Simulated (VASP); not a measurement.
A run of VASP 6.6.1 is set up as follows.

INCAR

```
SYSTEM = BaZr
ALGO = Normal ; EDIFF = 1E-6
EDIFFG = -0.04 ; ENCUT = 600
GGA = PE ; IBRION = 2
ISIF = 3 ; ISMEAR = 0
LASPH = .True. ; LCHARG = .False.
LREAL = .False. ; LWAVE = .False.
NELM = 60 ; NSW = 90
PREC = Accurate ; SIGMA = 0.1
```

Contents of KPOINTS:

```
k-points
0
Gamma
  4 4 4
  0 0 0
```

Contents of POSCAR:

```
BaZr
1.0
    3.8110465095      0.0000000000      0.0000000000
    0.0000000000      3.8110465095      0.0000000000
    0.0000000000      0.0000000000      3.8110465095
Ba Zr
1 1
Direct
    0.0000000000      0.0000000000      0.0000000000
    0.5000000000      0.5000000000      0.5000000000
```

Potentials or basis: VASP PAW PBE potentials, release 64 (Ba_sv, Zr_sv).

The run is started by

```sh
$ cat potpaw_PBE.64/Ba_sv/POTCAR potpaw_PBE.64/Zr_sv/POTCAR > POTCAR
$ mpirun -np 1 vasp_std > vasp.out
```

(1) Predict the relaxed volume.

(2) Predict the space group after relaxing (to 0.05 Å).

Results:

(1) 33.56 Å³/atom.

(2) Pm-3m (No. 221).

Caveat: the k points lie up to 0.39 Å⁻¹ apart in the final cell; the volume moved by over 15 % at a fixed basis, so the end points are rough.
